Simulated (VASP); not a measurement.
# WSe2 (P6_3/mmc) in VASP: a series of runs, part 2 of 2

VASP 6.6.1. Earlier steps stand in the parts before.

## (3) Single point, PBEsol

This run uses another cell than the first one, of 20.42 Å³/atom.

INCAR

```
ALGO = Normal
EDIFF = 1E-7
ENCUT = 520
GGA = PS
ISIF = 2
ISMEAR = 0
LASPH = T
LCHARG = F
LREAL = F
LWAVE = F
NBANDS = 35
NELM = 100
PREC = Accurate
SIGMA = 0.02
```

KPOINTS

```
k-points
0
Gamma
  12 12 2
```

POSCAR

```
WSe2
1.0
    3.2710958588      0.0000000000      0.0000000000
   -1.6355479294      2.8328521120      0.0000000000
    0.0000000000      0.0000000000     13.2236718703
W Se
2 4
Direct
    0.6666666667      0.3333333333      0.7500000000
    0.3333333333      0.6666666667      0.2500000000
    0.3333333333      0.6666666667      0.8766071857
    0.6666666667      0.3333333333      0.3766071857
    0.3333333333      0.6666666667      0.6233928143
    0.6666666667      0.3333333333      0.1233928143
```

Potentials or basis: VASP PAW PBE potentials, release 64 (W_sv, Se).

Started as:

```console
$ cat potpaw_PBE.64/W_sv/POTCAR potpaw_PBE.64/Se/POTCAR > POTCAR
$ mpirun -np 1 vasp_std > vasp.out
```

OUTCAR:

```text
EDIFF = 1E-7
   ENCUT = 520
   GGA = PS
   ISIF = 2
   ISMEAR = 0
   LASPH = T
   LREAL = F
   NELM = 100
   PREC = Accurate

 ion  position               nearest neighbor table
   1  0.667  0.333  0.750-   3 2.52   5 2.52   3 2.52   5 2.52   3 2.52   5 2.52
   2  0.333  0.667  0.250-   4 2.52   6 2.52   4 2.52   6 2.52   4 2.52   6 2.52
   3  0.333  0.667  0.877-   1 2.52   1 2.52   1 2.52
   4  0.667  0.333  0.377-   2 2.52   2 2.52   2 2.52
   5  0.333  0.667  0.623-   1 2.52   1 2.52   1 2.52
[... 1122 lines left out ...]
  -------------------------------------------------------------------------------------
  Total        0.2817257      0.2817257      0.3991527      0.0000000     -0.0000000      0.0000000
  in kB        3.6835601      3.6835601      5.2189169      0.0000000     -0.0000000      0.0000000
  external PRESSURE =       4.1953457 kB  Pullay stress =       0.0000000 kB

 VOLUME and BASIS-vectors are now :
 -----------------------------------------------------------------------------
  energy-cutoff  :      520.00
  volume of cell :      122.54
      direct lattice vectors                 reciprocal lattice vectors
     3.271095859  0.000000000  0.000000000     0.305707947  0.176500566  0.000000000
    -1.635547929  2.832852112  0.000000000     0.000000000  0.353001131  0.000000000
     0.000000000  0.000000000 13.223671870     0.000000000  0.000000000  0.075621961

 POSITION                                       TOTAL-FORCE (eV/Angst)
 -----------------------------------------------------------------------------------
      1.63555      0.94428      9.91775        -0.000000      0.000000      0.000000
     -0.00000      1.88857      3.30592         0.000000      0.000000      0.000000
     -0.00000      1.88857     11.59197         0.000000     -0.000000      0.060343
      1.63555      0.94428      4.98013        -0.000000      0.000000      0.060343
     -0.00000      1.88857      8.24354        -0.000000     -0.000000     -0.060343
      1.63555      0.94428      1.63171         0.000000      0.000000     -0.060343
 -----------------------------------------------------------------------------------
    total drift:                               -0.000000      0.000000     -0.000000

  FREE ENERGIE OF THE ION-ELECTRON SYSTEM (eV)
  ---------------------------------------------------
  free  energy   TOTEN  =       -46.5506488807 eV

  energy  without entropy=      -46.5506488807  energy(sigma->0) =      -46.55064888
```

OSZICAR:

```text
N       E                     dE             d eps       ncg     rms          rms(c)
DAV:   1     0.503223112791E+03    0.50322E+03   -0.27711E+04  2948   0.145E+03
DAV:   2    -0.165470647398E+02   -0.51977E+03   -0.50314E+03  3111   0.391E+02
DAV:   3    -0.478032950871E+02   -0.31256E+02   -0.30713E+02  3263   0.901E+01
DAV:   4    -0.484972901877E+02   -0.69400E+00   -0.69027E+00  3169   0.137E+01
DAV:   5    -0.485065208389E+02   -0.92307E-02   -0.92186E-02  3251   0.171E+00    0.313E+01
DAV:   6    -0.469599733106E+02    0.15465E+01   -0.55095E+00  3004   0.155E+01    0.112E+01
DAV:   7    -0.467269211726E+02    0.23305E+00   -0.26365E+00  2832   0.768E+00    0.561E+00
DAV:   8    -0.465511713811E+02    0.17575E+00   -0.38128E-01  2924   0.420E+00    0.127E+00
DAV:   9    -0.465524550168E+02   -0.12836E-02   -0.57520E-02  3148   0.113E+00    0.874E-01
DAV:  10    -0.465507198134E+02    0.17352E-02   -0.12739E-02  2915   0.764E-01    0.153E-01
DAV:  11    -0.465506926563E+02    0.27157E-04   -0.16128E-03  2917   0.256E-01    0.174E-01
DAV:  12    -0.465506530027E+02    0.39654E-04   -0.57091E-05  3043   0.482E-02    0.108E-01
DAV:  13    -0.465506482497E+02    0.47530E-05   -0.67913E-05  2982   0.499E-02    0.702E-03
DAV:  14    -0.465506488708E+02   -0.62116E-06   -0.43062E-06  3216   0.108E-02    0.732E-03
DAV:  15    -0.465506488807E+02   -0.98817E-08   -0.29627E-07  2724   0.297E-03
   1 F= -.46550649E+02 E0= -.46550649E+02  d E =-.221270E-27
```

stdout:

```text
POSCAR found type information on POSCAR W Se
 POSCAR found :  2 types and       6 ions
 scaLAPACK will be used
 -----------------------------------------------------------------------------
|                                                                             |
|                                                                             |
|     You enforced a specific xc type in the INCAR file but a different       |
|     I HOPE YOU KNOW WHAT YOU ARE DOING!                                     |
|                                                                             |
 -----------------------------------------------------------------------------

 LDA part: xc-table for (Slater+PW92), standard interpolation
 POSCAR, INCAR and KPOINTS ok, starting setup
 FFT: planning ... GRIDC
 FFT: planning ... GRID_SOFT
 FFT: planning ... GRID
 WAVECAR not read
 entering main loop
```

It took 77 s on 1 thread of AMD EPYC 9R45 (Zen 5), shared host; peak memory 0.27 GiB.

What came out:

```yaml
Free_energy: -46.5506 eV
Pressure: 0.4 GPa
Largest_force: 0.060 eV/Å
Band_gap_on_the_k_mesh: 1.04 eV (least direct gap 1.59 eV)
```

Forces in eV/Å, atoms in the order of the input:
```
W    0.000  0.000  0.000
W    0.000  0.000  0.000
Se   0.000  0.000  0.060
Se   0.000  0.000  0.060
Se   0.000  0.000 -0.060
Se   0.000  0.000 -0.060
```

Stress tensor (GPa, compression positive):
```
0.37 0.00 0.00
0.00 0.37 0.00
0.00 0.00 0.52
```

Levels at points of the mesh, in eV from the valence-band top:
```tsv
k point	band 22	band 23	band 24	band 25	band 26	band 27	band 28	band 29	band 30	band 31
(0.00, 0.00, 0.00)	-1.38	-1.38	-1.19	-1.09	0.00	2.80	2.80	2.84	2.84	2.93
(0.50, 0.00, 0.00)	-2.36	-1.34	-1.23	-1.19	-0.99	2.28	2.31	2.42	2.78	3.06
(0.00, 0.00, 0.50)	-1.40	-1.40	-1.40	-0.24	-0.24	2.81	2.81	2.81	2.81	3.02
(0.50, 0.00, 0.50)	-2.47	-1.27	-1.27	-1.09	-1.09	2.30	2.30	2.63	2.63	3.44
```

Caveat: the PAW data sets were made with another functional, which shifts forces and pressure a little; spin-orbit coupling is left out, which moves the levels of the heavy elements; this functional lacks dispersion, which binds layers or chains, so the pressure and a relaxed spacing across them are unreliable. A k mesh can miss the band edges.

## (4) Single point, PBEsol (biaxial strain in the a-b plane: +1.0 %)

INCAR

```
PREC     = Accurate       # precision mode
ENCUT    = 520            # plane-wave cutoff, eV
EDIFF    = 1E-6           # SCF threshold, eV
ISMEAR   = 0              # smearing method
SIGMA    = 0.02           # smearing width, eV
LREAL    = False          # projectors in reciprocal space
LASPH    = True           # aspherical terms in the spheres
NELM     = 80             # most SCF steps
ALGO     = Normal         # electronic algorithm
ISIF     = 2              # what is computed and relaxed
LWAVE    = False          # write WAVECAR
LCHARG   = False          # write CHGCAR
GGA      = PS             # functional
NBANDS   = 35             # bands
```

KPOINTS

```
Automatic mesh
0
Gamma
  12 12 2
```

POSCAR: that of step 3 with these lines changed.

```diff
@@ -2,5 +2,5 @@
 1.0
-    3.2710958588      0.0000000000      0.0000000000
-   -1.6355479294      2.8328521120      0.0000000000
-    0.0000000000      0.0000000000     13.2236718703
+    3.3038068174      0.0000000000      0.0000000000
+   -1.6519034087      2.8611806331      0.0000000000
+    0.0000000000      0.0000000000     13.1443298391
 W Se
```

Started as:

```console
$ cat potpaw_PBE.64/W_sv/POTCAR potpaw_PBE.64/Se/POTCAR > POTCAR
$ mpirun -np 1 vasp_std > vasp.out
```

It took 96 s on 1 thread of AMD EPYC 9R45 (Zen 5), shared host; peak memory 0.3 GiB.

Results (log left out):

```
Free energy            : -46.5368 eV
Pressure               : -1.3 GPa
Largest force          : 0.016 eV/Å
Band gap on the k mesh : 1.00 eV (least direct gap 1.47 eV)
```

Forces in eV/Å, atoms in the order of the input:
```
W    0.000  0.000  0.000
W    0.000  0.000  0.000
Se   0.000  0.000  0.016
Se   0.000  0.000  0.016
Se   0.000  0.000 -0.016
Se   0.000  0.000 -0.016
```

Stress tensor (GPa, compression positive):
```
-1.99  0.00  0.00
 0.00 -1.99  0.00
 0.00  0.00  0.17
```

Levels at points of the mesh, in eV from the valence-band top:
| k point | band 22 | band 23 | band 24 | band 25 | band 26 | band 27 | band 28 | band 29 | band 30 | band 31 |
| --- | --- | --- | --- | --- | --- | --- | --- | --- | --- | --- |
| (0.00, 0.00, 0.00) | -1.55 | -1.55 | -1.13 | -1.04 | 0.00 | 2.62 | 2.62 | 2.66 | 2.66 | 2.76 |
| (0.50, 0.00, 0.00) | -2.35 | -1.41 | -1.36 | -1.27 | -1.16 | 2.06 | 2.10 | 2.29 | 2.58 | 2.95 |
| (0.00, 0.00, 0.50) | -1.57 | -1.57 | -1.57 | -0.22 | -0.22 | 2.63 | 2.63 | 2.63 | 2.63 | 2.86 |
| (0.50, 0.00, 0.50) | -2.47 | -1.32 | -1.32 | -1.26 | -1.26 | 2.08 | 2.08 | 2.47 | 2.47 | 3.33 |

Caveat: the cell differs from its parent crystal (biaxial strain in the a-b plane: +1.0 %); the PAW data sets were made with another functional, which shifts forces and pressure a little; spin-orbit coupling is left out, which moves the levels of the heavy elements; this functional lacks dispersion, which binds layers or chains, so the pressure and a relaxed spacing across them are unreliable.

## (5) Single point, PBEsol (biaxial strain in the a-b plane: +1.0 %, then relaxed in part)

INCAR

```
PREC = Accurate
ENCUT = 520
EDIFF = 1E-7
ISMEAR = 0
SIGMA = 0.02
LREAL = False
LASPH = True
NELM = 80
ALGO = Normal
ISIF = 2
LWAVE = False
LCHARG = False
GGA = PS
NBANDS = 35
```

KPOINTS

```
regular mesh
0
Gamma
  12 12 2
```

POSCAR

```
WSe2
1.0
    3.3038068174      0.0000000000      0.0000000000
   -1.6519034087      2.8611806331      0.0000000000
    0.0000000000      0.0000000000     13.1659819264
W Se
2 4
Direct
    0.6666666667      0.3333333333      0.7500000000
    0.3333333333      0.6666666667      0.2500000000
    0.3333333333      0.6666666667      0.8762195259
    0.6666666667      0.3333333333      0.3762195259
    0.3333333333      0.6666666667      0.6237804741
    0.6666666667      0.3333333333      0.1237804741
```

Potentials or basis: VASP PAW PBE potentials, release 64 (W_sv, Se).

Started as:

```console
$ cat potpaw_PBE.64/W_sv/POTCAR potpaw_PBE.64/Se/POTCAR > POTCAR
$ mpirun -np 1 vasp_std > vasp.out
```

OUTCAR:

```text
PREC = Accurate
   ENCUT = 520
   EDIFF = 1E-7
   ISMEAR = 0
   LREAL = False
   LASPH = True
   NELM = 80
   ISIF = 2
   GGA = PS

 ion  position               nearest neighbor table
   1  0.667  0.333  0.750-   3 2.53   5 2.53   3 2.53   5 2.53   3 2.53   5 2.53
   2  0.333  0.667  0.250-   4 2.53   6 2.53   4 2.53   6 2.53   4 2.53   6 2.53
   3  0.333  0.667  0.876-   1 2.53   1 2.53   1 2.53
   4  0.667  0.333  0.376-   2 2.53   2 2.53   2 2.53
   5  0.333  0.667  0.624-   1 2.53   1 2.53   1 2.53
   6  0.667  0.333  0.124-   2 2.53   2 2.53   2 2.53

  LATTYP: Found a hexagonal cell.
 ALAT       =     3.3038068174
 C/A-ratio  =     3.9850943636

  Lattice vectors:

 A1 = (   3.3038068174,   0.0000000000,   0.0000000000)
 A2 = (  -1.6519034087,   2.8611806331,   0.0000000000)
 A3 = (   0.0000000000,   0.0000000000,  13.1659819264)

Analysis of symmetry for initial positions (statically):
=====================================================================
 Subroutine PRICEL returns:
 Original cell was already a primitive cell.

 Routine SETGRP: Setting up the symmetry group for a
 hexagonal supercell.

 Subroutine GETGRP returns: Found 24 space group operations
 (whereof 12 operations were pure point group operations)
 out of a pool of 24 trial point group operations.

The static configuration has the point symmetry D_3d.
 The point group associated with its full space group is D_6h.

Analysis of symmetry for dynamics (positions and initial velocities):
=====================================================================
 Subroutine PRICEL returns:
 Original cell was already a primitive cell.

 Routine SETGRP: Setting up the symmetry group for a
 hexagonal supercell.

 Subroutine GETGRP returns: Found 24 space group operations
[... 124 lines left out ...]
   NUPDOWN=      -1.0000    fix difference up-down
   EMIN   =  10.00;   EMAX   =-10.00  energy-range for DOS
   EFERMI =   0.00;   METHOD = LEGACY
   ISMEAR =     0;   SIGMA  =   0.02  broadening in eV -4-tet -1-fermi 0-gaus
   EFERMI_NEDOS =   21; number of points for ismear=-14 and -15
   IALGO  =     38    algorithm
   IMIX   =      4    mixing-type and parameters
     AMIX     =   0.40;   BMIX     =  1.00
     AMIX_MAG =   1.60;   BMIX_MAG =  1.00
  volume/ion in A,a.u.               =      20.74       139.98
  Fermi-wavevector in a.u.,A,eV,Ry     =   1.223878  2.312795 20.379867  1.497878
  Thomas-Fermi vector in A             =   2.358973
   LORBIT       =      0    0 simple, 1 ext, 2 COOP (PROOUT), +10 PAW based schemes
   GGA     = PS    functional components
   LHFCALC =     F    Hartree Fock is set to
   AEXX    =    0.0000 exact exchange contribution
   IVDW    =     0    specifies the selected vdW correction
   LEPSILON=     F    determine dielectric tensor
   LRPA    =     F    only Hartree local field effects (RPA)
 non-spin polarized calculation
 Gauss-broadening in eV      SIGMA  =   0.02
  energy-cutoff  :      520.00
  volume of cell :      124.46
 maximum number of plane-waves:      3397
 NGX is ok and might be reduce to    28
   NGX = 13   NGY = 13   NGZ = 49

 number of electron      51.9999998 magnetization

 Free energy of the ion-electron system (eV)
  ---------------------------------------------------
  ext. energy  EPLUGINS =         0.00000000
  ---------------------------------------------------
  free energy    TOTEN  =       -46.53653301 eV

  energy without entropy =      -46.53653301  energy(sigma->0) =      -46.53653301

 E-fermi :   6.1390     XC(G=0): -10.7548

 val. band max:        5.8671766659   @ k =   0.0000   0.0000   0.0000
 cond. band min:       6.8771793412   @ k =   0.1667   0.1667   0.0000
 fundamental gap:      1.0100026754
 Fermi energy:         6.1389578782

 k-point     1 :       0.0000    0.0000    0.0000
  band No.  band energies     occupation
      1     -68.4258      2.00000
      2     -68.4258      2.00000
      3     -32.6673      2.00000
      4     -32.6673      2.00000
      5     -32.5510      2.00000
      6     -32.5510      2.00000
[... 901 lines left out ...]
     34       9.8216      0.00000
     35      11.4162      0.00000

 [... further k-points ...]
[... 5 lines left out ...]
  --------------------------------------------------------------------------------------
  -------------------------------------------------------------------------------------
  Total       -1.4435508     -1.4435508      0.3871549      0.0000000      0.0000000      0.0000000
  in kB      -18.5835843    -18.5835843      4.9840474      0.0000000      0.0000000      0.0000000
  external PRESSURE =     -10.7277071 kB  Pullay stress =       0.0000000 kB

 VOLUME and BASIS-vectors are now :
 -----------------------------------------------------------------------------
  energy-cutoff  :      520.00
  volume of cell :      124.46
      direct lattice vectors                 reciprocal lattice vectors
     3.303806817  0.000000000  0.000000000     0.302681136  0.174753035  0.000000000
    -1.651903409  2.861180633  0.000000000     0.000000000  0.349506070  0.000000000
     0.000000000  0.000000000 13.165981926     0.000000000  0.000000000  0.075953317

 POSITION                                       TOTAL-FORCE (eV/Angst)
 -----------------------------------------------------------------------------------
      1.65190      0.95373      9.87449        -0.000000      0.000000     -0.000000
     -0.00000      1.90745      3.29150        -0.000000     -0.000000     -0.000000
     -0.00000      1.90745     11.53629         0.000000      0.000000      0.058960
      1.65190      0.95373      4.95330        -0.000000     -0.000000      0.058960
     -0.00000      1.90745      8.21268         0.000000     -0.000000     -0.058960
      1.65190      0.95373      1.62969        -0.000000      0.000000     -0.058960
 -----------------------------------------------------------------------------------
    total drift:                               -0.000000      0.000000     -0.000000

  FREE ENERGIE OF THE ION-ELECTRON SYSTEM (eV)
  ---------------------------------------------------
  free  energy   TOTEN  =       -46.5365330098 eV

  energy  without entropy=      -46.5365330098  energy(sigma->0) =      -46.53653301
```

OSZICAR:

```text
N       E                     dE             d eps       ncg     rms          rms(c)
DAV:   1     0.492050251105E+03    0.49205E+03   -0.27892E+04  2964   0.144E+03
DAV:   2    -0.170550318003E+02   -0.50911E+03   -0.49150E+03  3112   0.386E+02
DAV:   3    -0.478566244381E+02   -0.30802E+02   -0.30288E+02  3263   0.890E+01
DAV:   4    -0.485353377900E+02   -0.67871E+00   -0.67474E+00  3226   0.136E+01
DAV:   5    -0.485440718419E+02   -0.87341E-02   -0.87264E-02  3170   0.167E+00    0.306E+01
DAV:   6    -0.469494248593E+02    0.15946E+01   -0.58600E+00  2941   0.159E+01    0.107E+01
DAV:   7    -0.467109106041E+02    0.23851E+00   -0.26296E+00  2798   0.780E+00    0.562E+00
DAV:   8    -0.465371567338E+02    0.17375E+00   -0.36349E-01  2969   0.414E+00    0.125E+00
DAV:   9    -0.465381614621E+02   -0.10047E-02   -0.54610E-02  3162   0.111E+00    0.836E-01
DAV:  10    -0.465366064832E+02    0.15550E-02   -0.12044E-02  2922   0.742E-01    0.156E-01
DAV:  11    -0.465365733589E+02    0.33124E-04   -0.15968E-03  2930   0.253E-01    0.169E-01
DAV:  12    -0.465365334260E+02    0.39933E-04   -0.56559E-05  3038   0.490E-02    0.101E-01
DAV:  13    -0.465365323437E+02    0.10823E-05   -0.55923E-05  2930   0.448E-02    0.736E-03
DAV:  14    -0.465365329825E+02   -0.63888E-06   -0.39886E-06  3228   0.102E-02    0.645E-03
DAV:  15    -0.465365330098E+02   -0.27274E-07   -0.32662E-07  2789   0.304E-03
   1 F= -.46536533E+02 E0= -.46536533E+02  d E =-.248387E-84
```

stdout:

```text
POSCAR found type information on POSCAR W Se
 POSCAR found :  2 types and       6 ions
 scaLAPACK will be used
 -----------------------------------------------------------------------------
|                                                                             |
|                                                                             |
|     You enforced a specific xc type in the INCAR file but a different       |
|     I HOPE YOU KNOW WHAT YOU ARE DOING!                                     |
|                                                                             |
 -----------------------------------------------------------------------------

 LDA part: xc-table for (Slater+PW92), standard interpolation
 POSCAR, INCAR and KPOINTS ok, starting setup
 FFT: planning ... GRIDC
 FFT: planning ... GRID_SOFT
 FFT: planning ... GRID
 WAVECAR not read
 entering main loop
```

Run time: 1.8 min. Hardware: 1 thread of AMD EPYC 9R45 (Zen 5), shared host; peak memory 0.29 GiB.

Results:

```yaml
Free_energy: -46.5365 eV
Pressure: -1.1 GPa
Largest_force: 0.059 eV/Å
Band_gap_on_the_k_mesh: 1.01 eV (least direct gap 1.47 eV)
```

Forces on the atoms (eV/Å):
```
W    0.000  0.000  0.000
W    0.000  0.000  0.000
Se   0.000  0.000  0.059
Se   0.000  0.000  0.059
Se   0.000  0.000 -0.059
Se   0.000  0.000 -0.059
```

Caveat: the cell differs from its parent crystal (biaxial strain in the a-b plane: +1.0 %, then relaxed in part); the PAW data sets were made with another functional, which shifts forces and pressure a little; spin-orbit coupling is left out, which moves the levels of the heavy elements; this functional lacks dispersion, which binds layers or chains, so the pressure and a relaxed spacing across them are unreliable. A k mesh can miss the band edges.

## (6) Summary

| cell | gap on the mesh (eV) | pressure (GPa) | largest force (eV/Å) |
| --- | --- | --- | --- |
| a = 3.238, b = 3.238, c = 13.295 Å, angles 90.0, 90.0, 120.0°, 6 atoms, atomic positions A | 1.08 | 2.0 | 0.06 |
| a = 3.271, b = 3.271, c = 13.224 Å, angles 90.0, 90.0, 120.0°, 6 atoms, atomic positions B | 1.04 | 0.4 | 0.06 |
| a = 3.304, b = 3.304, c = 13.144 Å, angles 90.0, 90.0, 120.0°, 6 atoms, atomic positions B | 1.00 | -1.3 | 0.02 |
| a = 3.304, b = 3.304, c = 13.166 Å, angles 90.0, 90.0, 120.0°, 6 atoms, atomic positions C | 1.01 | -1.1 | 0.06 |

Alike in all rows: task single point; level PBEsol; potentials or basis VASP PAW PBE potentials, release 64 (W_sv, Se); no spin polarisation; k mesh 12 × 12 × 2; cutoff (eV) 520; smearing gaussian 0.02 eV.

Caveats: the PAW data sets were made with another functional, which shifts forces and pressure a little; spin-orbit coupling is left out, which moves the levels of the heavy elements; this functional lacks dispersion, which binds layers or chains, so the pressure and a relaxed spacing across them are unreliable.

Absolute energies hang on the potentials; compare differences alone.
